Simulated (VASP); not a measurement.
Set up this calculation in VASP 6.6.1, as the native input.

```yaml
Task: relaxation of cell and atoms
Functional: LDA
Potentials_or_basis: VASP PAW LDA potentials, release 64 (In_d, Ga_d, As)
Cutoff: 600 eV
k_mesh: 6 × 6 × 4
Occupations: fermi-dirac, width 0.02 eV
Spin: no spin polarisation
Dipole_correction: no
Further_INCAR_settings: ALGO = Normal; EDIFF = 1e-06; IBRION = 2; EDIFFG = -0.005; NSW = 80; ISIF = 3
```

The structure of InGaAs2 lies in POSCAR:

```
InGaAs2
1.0
    4.2150015842      0.0000000000      0.0000000000
    0.0000000000      4.2150015842      0.0000000000
    0.0000000000      0.0000000000      5.9898445654
In Ga As
1 1 2
Direct
    0.0000000000      0.0000000000      0.5000000000
    0.5000000000      0.5000000000      0.0000000000
    0.5000000000      0.0000000000      0.7694098611
    0.0000000000      0.5000000000      0.2305901389
```

These files were run (other wordings do the same):

INCAR

```
SYSTEM = InGaAs2
ALGO = Normal ; EDIFF = 1E-6
EDIFFG = -0.005 ; ENCUT = 600
IBRION = 2 ; ISIF = 3
ISMEAR = -1 ; LASPH = .True.
LCHARG = .False. ; LREAL = .False.
LWAVE = .False. ; NELM = 100
NSW = 80 ; PREC = Accurate
SIGMA = 0.02
```

KPOINTS

```
k-points
0
Gamma
  6 6 4
  0 0 0
```

Potentials or basis: VASP PAW LDA potentials, release 64 (In_d, Ga_d, As).

The run is started by

```bash
$ cat potpaw_LDA.64/In_d/POTCAR potpaw_LDA.64/Ga_d/POTCAR potpaw_LDA.64/As/POTCAR > POTCAR
$ mpirun -np 1 vasp_std > vasp.out
```

It gave:

```
Relaxed volume                        : 24.70 Å³/atom
Relaxed cell                          : a = 4.112 Å, b = 4.112 Å, c = 5.842 Å, α = 90.00°, β = 90.00°, γ = 90.00°
Space group after relaxing (to 0.1 Å) : P-4m2 (No. 115)
Energy gained by relaxing             : 26.3 meV/atom
Ionic steps                           : 10
Pressure after relaxing               : 0.0 GPa
Band gap on the k mesh                : zero (filled and empty bands touch)
```

Caveat: semilocal functionals underestimate gaps, so a narrow gap can read as zero; spin-orbit coupling is left out, which moves the levels of the heavy elements.

Wall time 5.9 min on 1 thread of Intel(R) Xeon(R) Platinum 8488C (Sapphire Rapids) (shared host), peak memory 0.27 GiB.
